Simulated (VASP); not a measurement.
# Li (a cell with a defect) in VASP: further runs

The runs below take Li (a cell with a defect) through single point, with PBE+D3(BJ).

All numbers are computed with VASP 6.6.1; they aren't measurements. Logs are shortened: lines on timing, memory, paths and dates and some standing lists are left out, and cuts for length are marked.

## Step 1: The cell of the first run

The cell holds a defect, 17 atoms: a = 6.980 Å, b = 6.980 Å, c = 6.980 Å, α = 90.00°, β = 90.00°, γ = 90.00°.

## Step 2: Single point, PBE+D3(BJ)

INCAR

```
PREC = Accurate
ENCUT = 520
EDIFF = 1E-6
ISMEAR = 0
SIGMA = 0.05
LREAL = Auto
LASPH = T
NELM = 80
ALGO = Normal
ISIF = 2
LWAVE = F
LCHARG = F
GGA = PE
IVDW = 12
NBANDS = 40
```

KPOINTS

```
Automatic mesh
0
Gamma
  3 3 3
```

POSCAR

```
Li
1.0
    6.9800000000      0.0000000000      0.0000000000
    0.0000000000      6.9800000000      0.0000000000
    0.0000000000      0.0000000000      6.9800000000
Li
17
Direct
   -0.0220607450     -0.0964067335     -0.0568275072
    0.4676101719     -0.0084775072      0.0036395415
   -0.0224630372      0.5052083095     -0.0061064470
   -0.0097818052      0.0113312321      0.5082366762
    0.3195363897      0.3722252149      0.3254573066
    0.4955868195      0.5102862464     -0.0079749284
    0.4695103152      0.0224534384      0.4910495702
    0.7304684814      0.2337979943      0.2368461318
   -0.0272962751      0.4883204871      0.5085984241
    0.2328118911      0.7510585960      0.2643540115
    0.2388345272      0.2504376791      0.7571648997
    0.5657272206      0.4782058739      0.5570975645
    0.7307071633      0.7535987106      0.2609134670
    0.7526722063      0.2168292264      0.7901485673
    0.2579289398      0.7228756447      0.7121240688
    0.7076174785      0.7768520057      0.7266693410
    0.1158479943      0.1531935530      0.1506885387
```

Potentials or basis: VASP PAW PBE potentials, release 64 (Li_sv).

Run with:

```sh
$ cat potpaw_PBE.64/Li_sv/POTCAR > POTCAR
$ mpirun -np 1 vasp_std > vasp.out
```

OUTCAR:

```text
PREC = Accurate
   ENCUT = 520
   EDIFF = 1E-6
   ISMEAR = 0
   LREAL = Auto
   LASPH = T
   NELM = 80
   ISIF = 2
   GGA = PE
   IVDW = 12
 IVDW          = 12

 ion  position               nearest neighbor table
   1  0.978  0.904  0.943-  17 2.46  16 2.57
   2  0.468  0.992  0.004-
   3  0.978  0.505  0.994-
   4  0.990  0.011  0.508-
   5  0.320  0.372  0.325-  17 2.42  12 2.47
   6  0.496  0.510  0.992-
   7  0.470  0.022  0.491-
   8  0.730  0.234  0.237-
   9  0.973  0.488  0.509-
  10  0.233  0.751  0.264-
  11  0.239  0.250  0.757-
  12  0.566  0.478  0.557-   5 2.47  16 2.59
  13  0.731  0.754  0.261-
  14  0.753  0.217  0.790-
  15  0.258  0.723  0.712-
  16  0.708  0.777  0.727-   1 2.57  12 2.59
  17  0.116  0.153  0.151-   5 2.42   1 2.46

  LATTYP: Found a simple cubic cell.
 ALAT       =     6.9800000000

  Lattice vectors:

 A1 = (   6.9800000000,   0.0000000000,   0.0000000000)
 A2 = (   0.0000000000,   6.9800000000,   0.0000000000)
 A3 = (   0.0000000000,   0.0000000000,   6.9800000000)

Analysis of symmetry for initial positions (statically):
=====================================================================
 Subroutine PRICEL returns:
 Original cell was already a primitive cell.

 Routine SETGRP: Setting up the symmetry group for a
 simple cubic supercell.

 Subroutine GETGRP returns: Found  1 space group operations
 (whereof  1 operations were pure point group operations)
 out of a pool of 48 trial point group operations.

The static configuration has the point symmetry C_1 .

Analysis of symmetry for dynamics (positions and initial velocities):
=====================================================================
 Subroutine PRICEL returns:
 Original cell was already a primitive cell.

 Routine SETGRP: Setting up the symmetry group for a
 simple cubic supercell.

 Subroutine GETGRP returns: Found  1 space group operations
 (whereof  1 operations were pure point group operations)
 out of a pool of 48 trial point group operations.

The dynamic configuration has the point symmetry C_1 .

 Subroutine INISYM returns: Found  1 space group operations
 (whereof  1 operations are pure point group operations),
 and found     1 'primitive' translations

----------------------------------------------------------------------------------------

                                     Primitive cell

  volume of cell :     340.0684

  direct lattice vectors                    reciprocal lattice vectors
     6.980000000  0.000000000  0.000000000     0.143266476  0.000000000  0.000000000
     0.000000000  6.980000000  0.000000000     0.000000000  0.143266476  0.000000000
     0.000000000  0.000000000  6.980000000     0.000000000  0.000000000  0.143266476

  length of vectors
     6.980000000  6.980000000  6.980000000     0.143266476  0.143266476  0.143266476

  position of ions in fractional coordinates (direct lattice)
     0.977939255  0.903593267  0.943172493
     0.467610172  0.991522493  0.003639542
     0.977536963  0.505208309  0.993893553
     0.990218195  0.011331232  0.508236676
     0.319536390  0.372225215  0.325457307
     0.495586819  0.510286246  0.992025072
[... 9 lines left out ...]
     0.707617478  0.776852006  0.726669341
     0.115847994  0.153193553  0.150688539

  ion indices of the primitive-cell ions
   primitive index   ion index
                 1           1
                 2           2
                 3           3
                 4           4
                 5           5
                 6           6
[... 9 lines left out ...]
                16          16
                17          17

----------------------------------------------------------------------------------------

 KPOINTS: Automatic mesh

Automatic generation of k-mesh.
 Grid dimensions read from file:
 generate k-points for:    3    3    3

 Generating k-lattice:

  Cartesian coordinates                     Fractional coordinates (reciprocal lattice)
     0.047755492  0.000000000  0.000000000     0.333333333  0.000000000  0.000000000
     0.000000000  0.047755492  0.000000000     0.000000000  0.333333333  0.000000000
     0.000000000  0.000000000  0.047755492     0.000000000  0.000000000  0.333333333

  Length of vectors
     0.047755492  0.047755492  0.047755492

  Shift w.r.t. Gamma in fractional coordinates (k-lattice)
     0.000000000  0.000000000  0.000000000

 Subroutine IBZKPT returns following result:
 ===========================================

 Found     14 irreducible k-points:

 Following reciprocal coordinates:
            Coordinates               Weight
  0.000000  0.000000  0.000000      1.000000
  0.333333  0.000000  0.000000      2.000000
  0.000000  0.333333  0.000000      2.000000
  0.000000  0.000000  0.333333      2.000000
  0.333333  0.333333  0.000000      2.000000
  0.000000  0.333333  0.333333      2.000000
  0.333333  0.000000  0.333333      2.000000
 -0.333333  0.333333  0.000000      2.000000
 -0.333333  0.000000  0.333333      2.000000
  0.000000 -0.333333  0.333333      2.000000
  0.333333  0.333333  0.333333      2.000000
 -0.333333  0.333333  0.333333      2.000000
 -0.333333 -0.333333  0.333333      2.000000
  0.333333 -0.333333  0.333333      2.000000
   k-points           NKPTS =     14   k-points in BZ     NKDIM =     14   number of bands    NBANDS=     40
   number of dos      NEDOS =    301   number of ions     NIONS =     17
   total plane-waves  NPLWV = 157464
   dimension x,y,z NGX =    54 NGY =   54 NGZ =   54
   dimension x,y,z NGXF=   108 NGYF=  108 NGZF=  108
   ions per type =              17
   NGX,Y,Z   is equivalent  to a cutoff of  12.86, 12.86, 12.86 a.u.
   NGXF,Y,Z  is equivalent  to a cutoff of  25.72, 25.72, 25.72 a.u.
 SYSTEM =  unknown system
   PREC   = accura    normal or accurate (medium, high low for compatibility)
   ISTART =      0    job   : 0-new  1-cont  2-samecut
   ICHARG =      2    charge: 1-file 2-atom 10-const
   ISPIN  =      1    spin polarized calculation?
   LNONCOLLINEAR =      F non collinear calculations
   LSORBIT =      F    spin-orbit coupling
   LASPH  =      T    aspherical Exc in radial PAW
   ENCUT  =  520.0 eV  38.22 Ry    6.18 a.u.  12.98 12.98 12.98*2*pi/ulx,y,z
   NELM   =     80;   NELMIN=  2; NELMDL= -5     # of ELM steps
   EDIFF  = 0.1E-05   stopping-criterion for ELM
   LREAL  =      T    real-space projection
   EDIFFG = 0.1E-04   stopping-criterion for IOM
   NSW    =      0    number of steps for IOM
   IBRION =     -1    ionic relax: 0-MD 1-quasi-New 2-CG
   NFREE  =      0    steps in history (QN), initial steepest desc. (CG)
   ISIF   =      2    stress and relaxation
   ISYM   =      2    0-nonsym 1-usesym 2-fastsym
   POTIM  = 0.5000    time-step for ionic-motion
   TEBEG  =    0.0;   TEEND  =   0.0 temperature during run
   PSTRESS=    0.0 pullay stress
   NELECT =      51.0000    total number of electrons
   NUPDOWN=      -1.0000    fix difference up-down
   EMIN   =  10.00;   EMAX   =-10.00  energy-range for DOS
   EFERMI =   0.00;   METHOD = LEGACY
   ISMEAR =     0;   SIGMA  =   0.05  broadening in eV -4-tet -1-fermi 0-gaus
   EFERMI_NEDOS =   21; number of points for ismear=-14 and -15
   IALGO  =     38    algorithm
   IMIX   =      4    mixing-type and parameters
     AMIX     =   0.40;   BMIX     =  1.00
     AMIX_MAG =   1.60;   BMIX_MAG =  1.00
  volume/ion in A,a.u.               =      20.00       134.99
  Fermi-wavevector in a.u.,A,eV,Ry     =   0.869780  1.643646 10.293044  0.756517
  Thomas-Fermi vector in A             =   1.988651
   LORBIT       =      0    0 simple, 1 ext, 2 COOP (PROOUT), +10 PAW based schemes
   GGA     = PE    functional components
   LHFCALC =     F    Hartree Fock is set to
   AEXX    =    0.0000 exact exchange contribution
   IVDW    =    12    specifies the selected vdW correction
   LEPSILON=     F    determine dielectric tensor
   LRPA    =     F    only Hartree local field effects (RPA)
 non-spin polarized calculation
 Gauss-broadening in eV      SIGMA  =   0.05
  energy-cutoff  :      520.00
  volume of cell :      340.07
 maximum number of plane-waves:      9180
 NGX is ok and might be reduce to    54
   NGX = 25   NGY = 25   NGZ = 25

 number of electron      51.0000001 magnetization

 Free energy of the ion-electron system (eV)
  ---------------------------------------------------
  ext. energy  EPLUGINS =         0.00000000
  ---------------------------------------------------
  free energy    TOTEN  =       -31.76190070 eV

  energy without entropy =      -31.75524171  energy(sigma->0) =      -31.75857120

 E-fermi :   0.6120     XC(G=0):  -7.0715

 val. band max:        0.5902108300   @ k =  -0.3333   0.0000   0.3333
 cond. band min:       0.6392885171   @ k =   0.3333   0.0000   0.3333
 fundamental gap:      0.0490776871
 Fermi energy:         0.6119552473

 k-point     1 :       0.0000    0.0000    0.0000
  band No.  band energies     occupation
      1     -45.9981      2.00000
      2     -45.9648      2.00000
      3     -45.9589      2.00000
      4     -45.9189      2.00000
      5     -45.9096      2.00000
      6     -45.9051      2.00000
[... 29 lines left out ...]
     36       3.6811      0.00000
     37       3.7398      0.00000

 k-point     2 :       0.3333    0.0000    0.0000
  band No.  band energies     occupation
      1     -45.9980      2.00000
      2     -45.9651      2.00000
      3     -45.9588      2.00000
      4     -45.9185      2.00000
      5     -45.9097      2.00000
      6     -45.9052      2.00000
[... 29 lines left out ...]
     36       3.7123      0.00000
     37       3.8067      0.00000
[... 438 lines left out ...]
     36       3.4769      0.00000
     37       4.0616      0.00000

 k-point    14 :       0.3333   -0.3333    0.3333
  band No.  band energies     occupation
      1     -45.9977      2.00000
      2     -45.9651      2.00000
      3     -45.9589      2.00000
      4     -45.9190      2.00000
      5     -45.9100      2.00000
      6     -45.9055      2.00000
[... 29 lines left out ...]
     36       3.6325      0.00000
     37       3.9096      0.00000
 [bands above 37 left out]

------------------------ aborting loop because EDIFF is reached ----------------------------------------

 Edisp (eV)   -2.91893

 E8    (eV) :    -1.2178

  FORCE on cell =-STRESS in cart. coord.  units (eV):
  Direction    XX          YY          ZZ          XY          YZ          ZX
  --------------------------------------------------------------------------------------
  -------------------------------------------------------------------------------------
  Total      -2.78547    -1.90811    -2.82784     0.47062     0.28746     0.56567
  in kB     -13.12328    -8.98976   -13.32290     2.21723     1.35433     2.66506
  external pressure =      -11.81 kB  Pullay stress =        0.00 kB

 VOLUME and BASIS-vectors are now :
 -----------------------------------------------------------------------------
  energy-cutoff  :      520.00
  volume of cell :      340.07
      direct lattice vectors                 reciprocal lattice vectors
     6.980000000  0.000000000  0.000000000     0.143266476  0.000000000  0.000000000
     0.000000000  6.980000000  0.000000000     0.000000000  0.143266476  0.000000000
     0.000000000  0.000000000  6.980000000     0.000000000  0.000000000  0.143266476

 POSITION                                       TOTAL-FORCE (eV/Angst)
 -----------------------------------------------------------------------------------
      6.82602      6.30708      6.58334         0.005495     -0.005442     -0.004575
      3.26392      6.92083      0.02540        -0.006872     -0.003307     -0.004802
      6.82321      3.52635      6.93738         0.002668     -0.003756      0.003278
      6.91172      0.07909      3.54749         0.001597      0.000762     -0.001845
      2.23036      2.59813      2.27169         0.003326     -0.003976     -0.006302
      3.45920      3.56180      6.92433         0.007067      0.004972     -0.000467
[... 9 lines left out ...]
      4.93917      5.42243      5.07215        -0.002444     -0.001212     -0.005882
      0.80862      1.06929      1.05181         0.001300     -0.003292      0.015916
 -----------------------------------------------------------------------------------
    total drift:                               -0.003814      0.006985      0.004576

  FREE ENERGIE OF THE ION-ELECTRON SYSTEM (eV)
  ---------------------------------------------------
  free  energy   TOTEN  =       -34.6808264008 eV

  energy  without entropy=      -34.6741674116  energy(sigma->0) =      -34.67749691
```

Run time: 2.5 min. Hardware: 1 thread of Intel Xeon 6975P-C (Granite Rapids), shared host; peak memory 0.4 GiB.

Results:

```
Free energy                : -34.6808 eV
Largest force              : 0.023 eV/Å
Dispersion energy per atom : -0.172 eV
```

Forces in eV/Å, atoms in the order of the input:
```
Li   0.005 -0.005 -0.005
Li  -0.007 -0.003 -0.005
Li   0.003 -0.004  0.003
Li   0.002  0.001 -0.002
Li   0.003 -0.004 -0.006
Li   0.007  0.005  0.000
Li  -0.005 -0.006  0.002
Li  -0.007  0.002  0.010
Li   0.012 -0.003 -0.007
Li   0.000  0.021 -0.010
Li  -0.005  0.008 -0.005
Li  -0.011 -0.005  0.001
Li  -0.001  0.001 -0.001
Li   0.007 -0.004  0.007
Li  -0.001  0.001  0.008
Li  -0.002 -0.001 -0.006
Li   0.001 -0.003  0.016
```

Caveat: the cutoff is under 1.25 times the usual one of these potentials, so pressure, stress and relaxed cells hold a basis-set (Pulay) error.

(Continued in part 2 of 3.)
